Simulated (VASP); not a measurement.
Input of a VASP 6.6.1 run:

The input INCAR:

```
SYSTEM = HfO2
ALGO = Normal ; EDIFF = 1E-6
ENCUT = 600 ; GGA = PE
GGA_COMPAT = .False. ; ISIF = 2
ISMEAR = 0 ; LASPH = .True.
LCHARG = .False. ; LREAL = .False.
LWAVE = .False. ; NBANDS = 18
NELM = 120 ; PREC = Accurate
SIGMA = 0.01
```

The input KPOINTS:

```
k-points
0
Gamma
  2 2 2
  0 0 0
```

The input POSCAR:

```
HfO2
1.0
    0.0000000000      2.4152430200      2.4152430200
    2.4152430200      0.0000000000      2.4152430200
    2.4152430200      2.4152430200      0.0000000000
Hf O
1 2
Direct
    0.0000000000      0.0000000000      0.0000000000
    0.2500000000      0.2500000000      0.2500000000
    0.7500000000      0.7500000000      0.7500000000
```

Potentials or basis: VASP PAW PBE potentials, release 64 (Hf_pv, O).

Run with:

```console
$ cat potpaw_PBE.64/Hf_pv/POTCAR potpaw_PBE.64/O/POTCAR > POTCAR
$ mpirun -np 1 vasp_std > vasp.out
```

(1) Estimate the pressure.

(2) Predict the band gap on the k mesh.

## Answers

(1) 57.3 GPa.

(2) 3.93 eV, indirect (least direct gap 3.99 eV).

Caveat: the k points lie up to 1.13 Å⁻¹ apart; spin-orbit coupling is left out, which moves the levels of the heavy elements.
